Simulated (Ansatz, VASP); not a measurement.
Al2Pt in VASP and in Ansatz

```
Al Pt
1.0
     2.10469    1.21515    3.41911
    -2.10469    1.21515    3.41911
     0.00000   -2.43029    3.41911
Al Pt
2 1
Direct
  0.31168 0.31168 0.31168
  0.81266 0.81266 0.81266
  0.56206 0.56206 0.56206
```

Alike in both runs: functional PBE; k mesh 6 × 6 × 6; occupations gaussian, width 0.2 eV; no spin polarisation.

Ansatz relaxed the structure, and its values are those at the end. VASP's run is a single point on that final structure, the one shown.

|  | VASP | Ansatz |
| --- | --- | --- |
| version | VASP 6.6.1 | Ansatz 0.2.0 |
| potentials or method | VASP PAW PBE potentials, release 64 (Al, Pt), cutoff 500 eV | scalar-relativistic, plane waves, PAW |
| valence electrons in the cell | 16 | 24 |

```tsv
	VASP	Ansatz	Ansatz less VASP
gap on the k mesh at the Fermi level (eV)	none	none	-
pressure (GPa)	0.0	0.2	+0.16
rms of the force components (eV/Å)	0.005	0.005	0.0000
```

A gap of «none» marks a metal or a gap that the smearing closes. VASP's potentials hold 16 valence electrons a cell and Ansatz's 24, so a difference there can come from the potentials and not from the codes.

Neither program's run includes spin-orbit coupling.
